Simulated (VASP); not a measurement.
Wanted: the native input for a VASP 6.6.1 run.

- Task: single point
- Functional: PBE
- Potentials or basis: VASP PAW PBE potentials, release 64 (Ir)
- Cutoff: 520 eV
- k mesh: 19 × 19 × 19
- Occupations: methfessel-paxton, width 0.1 eV
- Spin: no spin polarisation
- Dipole correction: no
- Further INCAR settings: ALGO = Normal; EDIFF = 1e-06; NBANDS = 10

The structure of Ir lies in POSCAR:

```
Ir
1.0
    2.5706598551      0.0000000000      0.0000000000
    0.0000000000      2.5706598551      0.0000000000
    0.0000000000      0.0000000000      2.5706598551
Ir
1
Direct
    0.0000000000      0.0000000000      0.0000000000
```

The input as run:

INCAR

```
ALGO     = Normal         # electronic algorithm
EDIFF    = 1E-6           # SCF threshold, eV
ENCUT    = 520            # plane-wave cutoff, eV
GGA      = PE             # functional
ISIF     = 2              # what is computed and relaxed
ISMEAR   = 1              # smearing method
LASPH    = T              # aspherical terms in the spheres
LCHARG   = T              # write CHGCAR
LELF     = T              # ELF
LREAL    = F              # projectors in reciprocal space
LVHAR    = T            
LWAVE    = F              # write WAVECAR
NBANDS   = 10             # bands
NELM     = 80             # most SCF steps
PREC     = Accurate       # precision mode
SIGMA    = 0.1            # smearing width, eV
```

KPOINTS

```
k-points
0
Gamma
  19 19 19
```

Potentials or basis: VASP PAW PBE potentials, release 64 (Ir).

The run is started by

```bash
$ cat potpaw_PBE.64/Ir/POTCAR > POTCAR
$ mpirun -np 1 vasp_std > vasp.out
```

It gave:

```
Pressure : 0.2 GPa
```

Wall time 9.5 s on 1 thread of Intel(R) Xeon(R) 6975P-C (Granite Rapids) (shared host), peak memory 0.16 GiB.
